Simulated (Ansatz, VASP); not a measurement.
One calculation of H3C2N, two programs

```xyz
36
Lattice="8.3117 0.0000 0.0000 0.0000 8.3117 0.0000 0.0000 0.0000 8.3117" Properties=species:S:1:pos:R:3 pbc="T T T"
C     8.5291    4.2735    3.6011
C     7.9374    4.8247    2.3940
C     3.2977    7.9264    5.1555
C     1.8879    7.8858    4.8305
C     1.3570    3.6578    7.2106
C     2.4479    3.3075    6.3178
C     6.8117    6.8429    6.6760
C     6.4077    8.0646    7.3460
C     4.4007    4.8901    0.3256
C     3.7270    5.5742    1.4119
C     4.9982    1.9388    2.5407
C     3.5842    2.0772    2.2457
N     7.4755    5.2482    1.4127
N     0.7534    7.8408    4.5867
N     3.3383    3.0367    5.6205
N     6.0898    9.0520    7.8716
N     3.2115    6.1123    2.3036
N     2.4631    2.2132    1.9687
H     9.1856    3.4314    3.3258
H     9.1243    5.0504    4.0986
H     7.7404    3.9184    4.2807
H     3.8525    7.3613    4.3939
H     3.6426    8.9682    5.1930
H     3.4622    7.4824    6.1463
H     1.4232    4.7202    7.4912
H     0.3862    3.4827    6.7215
H     1.4068    3.0509    8.1300
H     7.2032    6.1343    7.4209
H     5.9534    6.3889    6.1600
H     7.5816    7.0783    5.9256
H     5.4878    4.9228    0.4988
H     4.0781    3.8431    0.2746
H     4.1781    5.3679   -0.6381
H     5.4522    2.9354    2.6287
H     5.1470    1.4087    3.4890
H     5.4934    1.3971    1.7210
```

Alike in both runs: functional PBE; k mesh 1 × 1 × 1; occupations fermi-dirac, width 0.02 eV; no spin polarisation.

Ansatz relaxed the structure, and its values are those at the end. VASP's run is a single point on that final structure, the one shown.

|  | VASP | Ansatz |
| --- | --- | --- |
| version | VASP 6.6.1 | Ansatz 0.2.0 |
| potentials or method | VASP PAW PBE potentials, release 64 (C, N, H), cutoff 520 eV | scalar-relativistic, plane waves, PAW |
| valence electrons in the cell | 96 | 96 |

Ansatz gave:

```
rms of the force components (eV/Å) : 0.049
```

Problem. Estimate VASP's values.

Solution. rms of the force components (eV/Å): 0.116.

One of these differences is far larger than is usual between the two programs; its cause wasn't traced. With one functional, cell and mesh, what is left measures potentials, basis and numerics.

Noted on VASP's run: the standard files for N, O and F lose accuracy on very short bonds.
